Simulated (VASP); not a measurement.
## ZnS: electric field gradients with PBE

The system is ZnS.

```xyz
2
Lattice="0.0000 2.6588 2.6588 2.6588 0.0000 2.6588 2.6588 2.6588 0.0000" Properties=species:S:1:pos:R:3 pbc="T T T"
Zn    0.0000    0.0000    0.0000
S     3.9882    3.9882    3.9882
```

This cell differs from its parent crystal: volume scaled by 0.95.

```yaml
Program: VASP 6.6.1
Task: electric field gradients
Functional: PBE
Potentials_or_basis: VASP PAW PBE potentials, release 64 (Zn, S)
Cutoff: 520 eV
k_mesh: 8 × 8 × 8
Occupations: fermi-dirac, width 0.01 eV
Spin: no spin polarisation
Dipole_correction: no
Further_INCAR_settings: ALGO = Normal; EDIFF = 1e-08; NBANDS = 16
```

```
Pressure               : 5.9 GPa
Band gap on the k mesh : 2.33 eV, direct
```

Levels at points of the mesh, in eV from the valence-band top:
```csv
k point,band 5,band 6,band 7,band 8,band 9,band 10,band 11,band 12,band 13,band 14
"(0.00, 0.00, 0.00)",-5.99,-5.99,0.00,0.00,0.00,2.33,6.36,6.36,6.36,11.82
"(0.50, 0.00, 0.00)",-5.95,-5.78,-5.61,-0.94,-0.94,3.40,6.89,6.89,9.05,12.40
"(0.50, 0.50, 0.00)",-5.90,-5.75,-4.75,-2.40,-2.40,3.29,4.06,11.33,12.30,12.30
```

Wall time 22 s on 1 thread of AMD EPYC 7R43 64-Core Processor (Zen 3), with other jobs on the host, peak memory 0.12 GiB.

Caveat: without QUAD_EFG the Cq values of the log hold for a quadrupole moment of 1 mb, not for the nuclei.
